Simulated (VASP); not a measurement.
Gd:

```
Gd
1.0
     3.63600    0.00000    0.00000
    -1.81800    3.14887    0.00000
     0.00000    0.00000    5.78260
Gd
2
Cartesian
  1.8180 1.0496 4.3369
  0.0000 2.0992 1.4457
```

Base run:

```yaml
Program: VASP 6.6.1
Functional: PBE
Potentials_or_basis: VASP PAW PBE potentials, release 64 (Gd)
Cutoff: 520 eV
k_mesh: 8 × 8 × 5
Occupations: gaussian, width 0.028 eV
Spin: collinear spin, ferromagnetic start
Starting_moments: "[7.0, 7.0] μB"
```

Its results: pressure 0.3 GPa; net moment 15.20 μB per cell; site moments Gd +6.99 μB.

Task: The run is repeated on the same cell with these changes: occupations from gaussian, width 0.028 eV to gaussian, width 0.02 eV. What comes out?

Result: Pressure 1.3 GPa; net moment 15.19 μB per cell; site moments Gd +6.98 μB.
